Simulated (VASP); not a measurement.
Here is a VASP 6.6.1 calculation.

The input INCAR:

```
SYSTEM = S
PREC     = Accurate       ! precision mode
ENCUT    = 520            ! plane-wave cutoff, eV
EDIFF    = 1E-6           ! SCF threshold, eV
ISMEAR   = 0              ! smearing method
SIGMA    = 0.15           ! smearing width, eV
LREAL    = .FALSE.        ! projectors in reciprocal space
LASPH    = .TRUE.         ! aspherical terms in the spheres
NELM     = 60             ! most SCF steps
ALGO     = Normal         ! electronic algorithm
ISIF     = 2              ! what is computed and relaxed
LWAVE    = .FALSE.        ! write WAVECAR
LCHARG   = .FALSE.        ! write CHGCAR
GGA      = PE             ! functional
IVDW     = 12             ! dispersion correction
NBANDS   = 34             ! bands
```

KPOINTS

```
Automatic mesh
0
G
  9 16 5
  0 0 0
```

File POSCAR:

```
S
1.0
    0.0000000000     -5.4762743414      0.0000000000
    0.0000000000      0.0000000000     -2.9602546931
   16.9525486828      0.0000000000      0.0000000000
S
8
Direct
    0.1226657981      0.5000000000      0.2026511917
    0.1226657981      0.5000000000      0.5256866505
    0.8773342019      0.5000000000      0.6049374553
    0.8773342019      0.5000000000      0.2819019965
    0.3773342019      0.0000000000      0.0411334623
    0.3773342019      0.0000000000      0.3641689211
    0.6226657981      0.0000000000      0.1203842671
    0.6226657981      0.0000000000      0.4434197259
```

Potentials or basis: VASP PAW PBE potentials, release 64 (S).

Command:

```sh
$ cat potpaw_PBE.64/S/POTCAR > POTCAR
$ mpirun -np 1 vasp_std > vasp.out
```

(1) Predict the band gap on the k mesh.

(2) What does it give for the dispersion energy per atom?

(3) What does it give for the largest force?

## Answers

(1) zero (band 24 reaches 1.39 eV, above the bottom of band 25 at -0.27 eV).

(2) -0.219 eV.

(3) 0.255 eV/Å.
